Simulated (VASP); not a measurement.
# ZnO (Cmcm) in VASP: notebook

ZnO is run at these levels: PBEsol, r2SCAN+rVV10; tasks: single point, relaxation of cell and atoms.

Program: VASP 6.6.1. These are calculated values, not measurements. Logs are shortened: lines on timing, memory, paths and dates and some standing lists are left out, and cuts for length are marked.

## (1) The cell of the first run

The structure is orthorhombic, space group Cmcm (No. 63). The conventional cell has a = 2.874 Å, b = 10.222 Å, c = 2.922 Å, α = 90.00°, β = 90.00°, γ = 90.00°. Within 2.7 Å of Zn (site symmetry m2m) lie 5 O at 2.05 to 2.20 Å. O (site symmetry m2m) has 5 Zn at 2.05 to 2.20 Å within 2.7 Å.

## (2) Single point, PBEsol

INCAR reads:

```
ALGO = Normal
EDIFF = 1E-7
ENCUT = 520
GGA = PS
ISIF = 2
ISMEAR = -1
LASPH = True
LCHARG = False
LREAL = False
LWAVE = False
NBANDS = 26
NELM = 60
PREC = Accurate
SIGMA = 0.03
```

KPOINTS reads:

```
k-points
0
Gamma
  8 8 6
```

POSCAR reads:

```
ZnO
1.0
    1.4367567048     -5.1111285210      0.0000000000
    1.4367567048      5.1111285210      0.0000000000
    0.0000000000      0.0000000000      2.9222914949
Zn O
2 2
Direct
    0.3563136818      0.6436863182      0.7500000000
    0.6436863182      0.3563136818      0.2500000000
    0.8590476270      0.1409523730      0.2500000000
    0.1409523730      0.8590476270      0.7500000000
```

Potentials or basis: VASP PAW PBE potentials, release 64 (Zn, O).

Run with:

```
cat potpaw_PBE.64/Zn/POTCAR potpaw_PBE.64/O/POTCAR > POTCAR
mpirun -np 1 vasp_std > vasp.out
```

OUTCAR:

```text
EDIFF = 1E-7
   ENCUT = 520
   GGA = PS
   ISIF = 2
   ISMEAR = -1
   LASPH = True
   LREAL = False
   NELM = 60
   PREC = Accurate

 ion  position               nearest neighbor table
   1  0.356  0.644  0.750-   3 2.05   3 2.05   3 2.05   3 2.05   4 2.20   2 2.99   2 2.99   2 2.99
                             2 2.99
   2  0.644  0.356  0.250-   4 2.05   4 2.05   4 2.05   4 2.05   3 2.20   1 2.99   1 2.99   1 2.99
                             1 2.99
   3  0.859  0.141  0.250-   1 2.05   1 2.05   1 2.05   1 2.05   2 2.20
   4  0.141  0.859  0.750-   2 2.05   2 2.05   2 2.05   2 2.05   1 2.20

  LATTYP: Found a base centered orthorhombic cell.
 ALAT       =     2.8735134096
 B/A-ratio  =     3.5574071128
 C/A-ratio  =     1.0169750679

  Lattice vectors:

 A1 = (   1.4367567048,  -5.1111285210,   0.0000000000)
 A2 = (   1.4367567048,   5.1111285210,   0.0000000000)
 A3 = (   0.0000000000,   0.0000000000,   2.9222914949)

Analysis of symmetry for initial positions (statically):
=====================================================================
 Subroutine PRICEL returns:
 Original cell was already a primitive cell.

 Routine SETGRP: Setting up the symmetry group for a
 base centered orthorhombic supercell.

 Subroutine GETGRP returns: Found  8 space group operations
 (whereof  4 operations were pure point group operations)
 out of a pool of  8 trial point group operations.

The static configuration has the point symmetry C_2h.
 The point group associated with its full space group is D_2h.

Analysis of symmetry for dynamics (positions and initial velocities):
=====================================================================
 Subroutine PRICEL returns:
 Original cell was already a primitive cell.

 Routine SETGRP: Setting up the symmetry group for a
 base centered orthorhombic supercell.

 Subroutine GETGRP returns: Found  8 space group operations
 (whereof  4 operations were pure point group operations)
 out of a pool of  8 trial point group operations.

The dynamic configuration has the point symmetry C_2h.
 The point group associated with its full space group is D_2h.

 Subroutine INISYM returns: Found  8 space group operations
 (whereof  4 operations are pure point group operations),
 and found     1 'primitive' translations

----------------------------------------------------------------------------------------

                                     Primitive cell

  volume of cell :      42.9194

  direct lattice vectors                    reciprocal lattice vectors
     1.436756705 -5.111128521  0.000000000     0.348006032 -0.097825754  0.000000000
     1.436756705  5.111128521  0.000000000     0.348006032  0.097825754  0.000000000
     0.000000000  0.000000000  2.922291495     0.000000000  0.000000000  0.342197211

  length of vectors
     5.309228248  5.309228248  2.922291495     0.361494227  0.361494227  0.342197211

  position of ions in fractional coordinates (direct lattice)
     0.356313682  0.643686318  0.750000000
     0.643686318  0.356313682  0.250000000
     0.859047627  0.140952373  0.250000000
     0.140952373  0.859047627  0.750000000

  ion indices of the primitive-cell ions
   primitive index   ion index
                 1           1
                 2           2
                 3           3
                 4           4

----------------------------------------------------------------------------------------

 KPOINTS: k-points

Automatic generation of k-mesh.
 Grid dimensions read from file:
 generate k-points for:    8    8    6

 Generating k-lattice:

  Cartesian coordinates                     Fractional coordinates (reciprocal lattice)
     0.043500754 -0.012228219  0.000000000     0.125000000  0.000000000  0.000000000
     0.043500754  0.012228219  0.000000000     0.000000000  0.125000000  0.000000000
     0.000000000  0.000000000  0.057032869     0.000000000  0.000000000  0.166666667

  Length of vectors
     0.045186778  0.045186778  0.057032869

  Shift w.r.t. Gamma in fractional coordinates (k-lattice)
     0.000000000  0.000000000  0.000000000

 Subroutine IBZKPT returns following result:
 ===========================================

 Found     84 irreducible k-points:

 Following reciprocal coordinates:
            Coordinates               Weight
  0.000000  0.000000  0.000000      1.000000
  0.125000  0.000000  0.000000      4.000000
  0.250000  0.000000  0.000000      4.000000
  0.375000  0.000000  0.000000      4.000000
  0.500000  0.000000  0.000000      2.000000
  0.125000  0.125000  0.000000      2.000000
[... 16 lines left out ...]
  0.125000  0.000000  0.166667      8.000000
  0.250000  0.000000  0.166667      8.000000
 [... further k-points ...]
   k-points           NKPTS =     84   k-points in BZ     NKDIM =     84   number of bands    NBANDS=     26
   number of dos      NEDOS =    301   number of ions     NIONS =      4
   total plane-waves  NPLWV =  38400
[... 67 lines left out ...]
 Fermi energy:         2.4400441193

 k-point     1 :       0.0000    0.0000    0.0000
  band No.  band energies     occupation
      1     -16.5434      2.00000
      2     -15.5390      2.00000
      3      -3.7091      2.00000
      4      -3.5194      2.00000
      5      -3.3012      2.00000
      6      -3.0976      2.00000
[... 18 lines left out ...]
     25      17.9859      0.00000
     26      18.7896      0.00000

 k-point     2 :       0.1250    0.0000    0.0000
  band No.  band energies     occupation
      1     -16.4053      2.00000
      2     -15.4613      2.00000
      3      -3.8314      2.00000
      4      -3.6310      2.00000
      5      -3.3686      2.00000
      6      -3.1900      2.00000
[... 18 lines left out ...]
     25      17.6520      0.00000
     26      18.8340      0.00000

 k-point     3 :       0.2500    0.0000    0.0000
  band No.  band energies     occupation
      1     -16.0355      2.00000
      2     -15.2761      2.00000
      3      -4.2578      2.00000
      4      -4.1793      2.00000
      5      -3.8111      2.00000
      6      -3.6894      2.00000
[... 18 lines left out ...]
     25      16.8249      0.00000
     26      18.0512      0.00000

 k-point     4 :       0.3750    0.0000    0.0000
  band No.  band energies     occupation
      1     -15.5735      2.00000
      2     -15.1232      2.00000
      3      -5.1246      2.00000
      4      -4.9721      2.00000
      5      -4.0792      2.00000
      6      -4.0219      2.00000
[... 18 lines left out ...]
     25      15.9647      0.00000
     26      16.6204      0.00000

 k-point     5 :       0.5000    0.0000    0.0000
  band No.  band energies     occupation
      1     -15.2860      2.00000
      2     -15.1345      2.00000
      3      -5.5075      2.00000
      4      -5.3449      2.00000
      5      -4.2124      2.00000
      6      -4.1715      2.00000
[... 18 lines left out ...]
     25      15.5938      0.00000
     26      16.2399      0.00000

 k-point     6 :       0.1250    0.1250    0.0000
  band No.  band energies     occupation
      1     -16.0553      2.00000
      2     -15.2536      2.00000
      3      -4.2394      2.00000
      4      -4.2147      2.00000
      5      -3.7978      2.00000
      6      -3.6919      2.00000
[... 427 lines left out ...]
 k-point    21 :       0.5000    0.5000    0.0000
  band No.  band energies     occupation
      1     -16.3559      2.00000
      2     -15.7558      2.00000
      3      -3.6269      2.00000
      4      -3.6256      2.00000
      5      -3.5097      2.00000
      6      -3.2968      2.00000
[... 18 lines left out ...]
     25      18.2972      0.00000
     26      18.5399      0.00000

 k-point    22 :       0.0000    0.0000    0.1667
  band No.  band energies     occupation
      1     -16.3199      2.00000
      2     -15.4146      2.00000
      3      -3.8225      2.00000
      4      -3.7992      2.00000
      5      -3.5368      2.00000
      6      -3.2797      2.00000
[... 18 lines left out ...]
     25      18.2557      0.00000
     26      18.3925      0.00000

 k-point    23 :       0.1250    0.0000    0.1667
  band No.  band energies     occupation
      1     -16.1970      2.00000
      2     -15.3501      2.00000
      3      -3.9213      2.00000
      4      -3.8045      2.00000
      5      -3.7009      2.00000
      6      -3.6242      2.00000
[... 18 lines left out ...]
     25      15.9536      0.00000
     26      17.6072      0.00000

 k-point    24 :       0.2500    0.0000    0.1667
  band No.  band energies     occupation
      1     -15.8704      2.00000
      2     -15.1981      2.00000
      3      -4.3898      2.00000
      4      -4.2659      2.00000
      5      -3.8771      2.00000
      6      -3.7994      2.00000
[... 18 lines left out ...]
     25      14.9380      0.00000
     26      16.9949      0.00000

 [... further k-points ...]

------------------------ aborting loop because EDIFF is reached ----------------------------------------

  FORCE on cell =-STRESS in cart. coord.  units (eV):
  Direction    XX          YY          ZZ          XY          YZ          ZX
  --------------------------------------------------------------------------------------
  -------------------------------------------------------------------------------------
  Total        0.3997539      0.1140492      0.4143404      0.0000000     -0.0000000      0.0000000
  in kB       14.9227789      4.2574465     15.4672925      0.0000000     -0.0000000      0.0000000
  external PRESSURE =      11.5491726 kB  Pullay stress =       0.0000000 kB

 VOLUME and BASIS-vectors are now :
 -----------------------------------------------------------------------------
  energy-cutoff  :      520.00
  volume of cell :       42.92
      direct lattice vectors                 reciprocal lattice vectors
     1.436756705 -5.111128521  0.000000000     0.348006032 -0.097825754  0.000000000
     1.436756705  5.111128521  0.000000000     0.348006032  0.097825754  0.000000000
     0.000000000  0.000000000  2.922291495     0.000000000  0.000000000  0.342197211

 POSITION                                       TOTAL-FORCE (eV/Angst)
 -----------------------------------------------------------------------------------
      1.43676      1.46880      2.19172         0.000000     -0.037940      0.000000
      1.43676     -1.46880      0.73057         0.000000      0.037940      0.000000
      1.43676     -3.67028      0.73057         0.000000     -0.034423     -0.000000
      1.43676      3.67028      2.19172         0.000000      0.034423     -0.000000
 -----------------------------------------------------------------------------------
    total drift:                               -0.000000     -0.000000      0.000000

  FREE ENERGIE OF THE ION-ELECTRON SYSTEM (eV)
  ---------------------------------------------------
  free  energy   TOTEN  =       -18.3897060148 eV

  energy  without entropy=      -18.3890568930  energy(sigma->0) =      -18.38938145
```

It took 64 s on 1 thread of Intel Xeon 6975P-C (Granite Rapids), shared host; peak memory 0.23 GiB.

What came out:

```yaml
Free_energy: -18.3897 eV
Pressure: 1.2 GPa
Largest_force: 0.038 eV/Å
Band_gap_on_the_k_mesh: 0.03 eV (least direct gap 1.63 eV)
```

Forces in eV/Å, atoms in the order of the input:
```
Zn   0.000 -0.038  0.000
Zn   0.000  0.038  0.000
O    0.000 -0.034  0.000
O    0.000  0.034  0.000
```

Caveat: the smearing spreads over this small gap; semilocal functionals underestimate gaps, and a narrow one can read as zero; the PAW data sets were made with another functional, which shifts forces and pressure a little. A k mesh can miss the band edges.

## (3) Relaxation of cell and atoms, PBEsol

This run uses another cell than the first one, of 11.85 Å³/atom.

INCAR reads:

```
SYSTEM = ZnO
PREC = Accurate ; ENCUT = 600
EDIFF = 1E-7 ; ISMEAR = -1
SIGMA = 0.03 ; LREAL = .False.
LASPH = .True. ; NELM = 80
ALGO = Normal ; ISIF = 3
LWAVE = .False. ; LCHARG = .False.
GGA = PS ; IBRION = 2
NSW = 100 ; EDIFFG = -0.01
```

KPOINTS reads:

```
regular mesh
0
Gamma
  8 8 6
  0 0 0
```

POSCAR reads:

```
ZnO
1.0
    1.5535934700     -4.4454223900      0.0000000000
    1.5535934700      4.4454223900      0.0000000000
    0.0000000000      0.0000000000      3.4314033200
Zn O
2 2
Direct
    0.3868549800      0.6131450200      0.7500000000
    0.6131450200      0.3868549800      0.2500000000
    0.8565043900      0.1434956100      0.2500000000
    0.1434956100      0.8565043900      0.7500000000
```

Potentials or basis: VASP PAW PBE potentials, release 64 (Zn, O).

Run with:

```
cat potpaw_PBE.64/Zn/POTCAR potpaw_PBE.64/O/POTCAR > POTCAR
mpirun -np 1 vasp_std > vasp.out
```

It took 11 min on 1 thread of Intel Xeon 6975P-C (Granite Rapids), shared host; peak memory 0.27 GiB.

The run converged. Its results:

```
Free energy                           : -18.4027 eV
Relaxed volume                        : 10.67 Å³/atom
Relaxed cell                          : a = 5.253 Å, b = 5.253 Å, c = 2.937 Å, α = 90.00°, β = 90.00°, γ = 148.21°
Space group after relaxing (to 0.1 Å) : Cmcm (No. 63)
Energy gained by relaxing             : 364.0 meV/atom
Ionic steps                           : 17
Pressure after relaxing               : 0.0 GPa
Largest force after relaxing          : 0.003 eV/Å
Band gap on the k mesh                : 0.01 eV (least direct gap 1.53 eV)
```

Forces on the atoms (eV/Å):
```
Zn   0.000 -0.003  0.000
Zn   0.000  0.003  0.000
O    0.000  0.003  0.000
O    0.000 -0.003  0.000
```

Stress tensor (GPa, compression positive):
```
 0.14  0.00  0.00
 0.00  0.03  0.00
 0.00  0.00 -0.06
```

Step by step:
```
step  energy change (eV)  largest force (eV/Å)  pressure (GPa)  volume (Å³)
   1              0.0000                1.6310          -23.14        47.40
   2             -0.9725                1.1491           13.21        36.58
   3             -1.0157                1.0154            4.05        38.07
   4             -1.2254                0.4484            5.12        38.03
   5             -1.2816                0.3401            8.17        37.93
   6             -1.3498                0.5254           -4.30        41.06
   7             -1.3538                0.4880           -2.14        40.42
   8             -1.4063                0.3407           -0.82        40.72
   9             -1.4390                0.1577            1.65        41.10
  10             -1.4399                0.1171            2.31        41.19
  11             -1.4512                0.0828           -1.60        42.75
  12             -1.4516                0.0726           -1.02        42.49
  13             -1.4555                0.0355            0.38        42.57
  14             -1.4557                0.0221            0.14        42.56
  15             -1.4558                0.0156           -0.02        42.64
  16             -1.4558                0.0121           -0.14        42.69
  17             -1.4559                0.0035            0.04        42.69
```

Final structure:
```
Zn O
1.0
     1.43851   -5.05211    0.00000
     1.43851    5.05211    0.00000
     0.00000    0.00000    2.93704
Zn O
2 2
Direct
  0.35767 0.64233 0.75000
  0.64233 0.35767 0.25000
  0.86021 0.13979 0.25000
  0.13979 0.86021 0.75000
```

Levels at points of the mesh, in eV from the valence-band top:
```tsv
k point	band 16	band 17	band 18	band 19	band 20	band 21
(0.00, 0.00, 0.00)	-2.11	-2.06	-1.52	0.01	4.23	7.68
(0.50, 0.00, 0.00)	-1.47	-0.07	0.00	4.09	5.86	7.13
(0.50, 0.50, 0.00)	-2.70	-2.27	-1.94	2.55	2.93	8.41
(0.00, 0.00, 0.50)	-2.03	-0.03	-0.03	5.80	5.80	7.58
(0.50, 0.00, 0.50)	-4.14	-2.23	-2.23	3.84	3.84	9.64
(0.50, 0.50, 0.50)	-1.11	-0.04	-0.04	4.33	4.33	7.97
```

Caveat: the smearing spreads over this small gap; semilocal functionals underestimate gaps, and a narrow one can read as zero; the PAW data sets were made with another functional, which shifts forces and pressure a little. A k mesh can miss the band edges.

## (4) Single point, r2SCAN+rVV10

This run uses another cell than the first one, of 10.47 Å³/atom.

POSCAR reads:

```
ZnO
1.0
    1.4311643864     -5.0029367597      0.0000000000
    1.4311643864      5.0029367597      0.0000000000
    0.0000000000      0.0000000000      2.9237787513
Zn O
2 2
Direct
    0.3589536428      0.6410463572      0.7500000000
    0.6410463572      0.3589536428      0.2500000000
    0.8607818546      0.1392181454      0.2500000000
    0.1392181454      0.8607818546      0.7500000000
```

INCAR.step1 reads:

```
SYSTEM = ZnO
PREC = Accurate ; ENCUT = 520
ISMEAR = -1 ; SIGMA = 0.03
LREAL = .FALSE. ; LASPH = .TRUE.
NELM = 100 ; NBANDS = 26
GGA = PE ; ALGO = Normal
EDIFF = 1E-4 ; LWAVE = .TRUE.
LCHARG = .FALSE.
```

INCAR.step2 reads:

```
SYSTEM = ZnO
PREC = Accurate ; ENCUT = 520
EDIFF = 1E-6 ; ISMEAR = -1
SIGMA = 0.03 ; LREAL = .FALSE.
LASPH = .TRUE. ; NELM = 100
ALGO = Normal ; ISIF = 2
LWAVE = .FALSE. ; LCHARG = .FALSE.
METAGGA = R2SCAN ; LMIXTAU = .TRUE.
LUSE_VDW = .TRUE. ; IVDW_NL = 2
BPARAM = 11.95 ; CPARAM = 0.0093
NBANDS = 26 ; ISTART = 1
```

KPOINTS reads:

```
regular mesh
0
G
  10 10 10
  0 0 0
```

Run with:

```
cat potpaw_PBE.64/Zn/POTCAR potpaw_PBE.64/O/POTCAR > POTCAR
cp INCAR.step1 INCAR
mpirun -np 1 vasp_std > vasp.out
cp INCAR.step2 INCAR
mpirun -np 1 vasp_std > vasp.out
```

It took 6.6 min on 1 thread of Intel Xeon 6975P-C (Granite Rapids), shared host; peak memory 0.47 GiB.

It converged, with:

```
Free energy            : -34.2725 eV
Pressure               : 1.4 GPa
Largest force          : 0.049 eV/Å
Band gap on the k mesh : 0.59 eV (least direct gap 2.19 eV)
```

Forces on the atoms (eV/Å):
```
Zn   0.000 -0.049  0.000
Zn   0.000  0.049  0.000
O    0.000 -0.037  0.000
O    0.000  0.037  0.000
```

Stress tensor (GPa, compression positive):
```
1.87 0.00 0.00
0.00 0.59 0.00
0.00 0.00 1.68
```

Levels at points of the mesh, in eV from the valence-band top:
```tsv
k point	band 14	band 15	band 16	band 17	band 18	band 19	band 20	band 21	band 22	band 23
(0.00, 0.00, 0.00)	-3.08	-2.62	-2.22	-2.17	-1.60	0.59	5.08	8.54	13.25	15.84
(0.50, 0.00, 0.00)	-3.83	-1.78	-1.55	-0.08	0.00	4.59	6.71	8.07	10.54	11.17
(0.50, 0.50, 0.00)	-3.05	-2.85	-2.81	-2.39	-2.04	3.06	3.71	9.37	11.20	13.28
(0.00, 0.00, 0.50)	-4.14	-2.15	-2.15	-0.03	-0.03	6.47	6.47	8.51	8.51	11.28
(0.50, 0.00, 0.50)	-4.54	-4.29	-4.29	-2.34	-2.34	4.56	4.56	10.47	10.47	11.66
(0.50, 0.50, 0.50)	-4.16	-1.19	-1.19	-0.05	-0.05	4.97	4.97	8.94	8.94	12.23
```

Caveat: semilocal functionals underestimate gaps, and a narrow one can read as zero; the PAW data sets were made with another functional, which shifts forces and pressure a little.

## (5) Summary

```tsv
task	level	cell	k mesh	cutoff (eV)	gap on the mesh (eV)	pressure (GPa)	largest force (eV/Å)
single point	PBEsol	a = 5.309, b = 5.309, c = 2.922 Å, angles 90.0, 90.0, 148.6°, 4 atoms, atomic positions A	8 × 8 × 6	520	0.03	1.2	0.04
relaxation of cell and atoms	PBEsol	relaxed from a = 4.709, b = 4.709, c = 3.431 Å, angles 90.0, 90.0, 141.5°, 4 atoms, atomic positions B	8 × 8 × 6	600	0.01	0.0	-
single point	r2SCAN+rVV10	a = 5.204, b = 5.204, c = 2.924 Å, angles 90.0, 90.0, 148.1°, 4 atoms, atomic positions C	10 × 10 × 10	520	0.59	1.4	0.05
```

Alike in all rows: potentials or basis VASP PAW PBE potentials, release 64 (Zn, O); no spin polarisation; smearing fermi-dirac 0.03 eV.

Caveats: semilocal functionals underestimate gaps, and a narrow one can read as zero; the PAW data sets were made with another functional, which shifts forces and pressure a little; the smearing spreads over this small gap (at least some runs).

Total energies depend on the potentials used, so only differences within one code and one set of settings carry meaning.
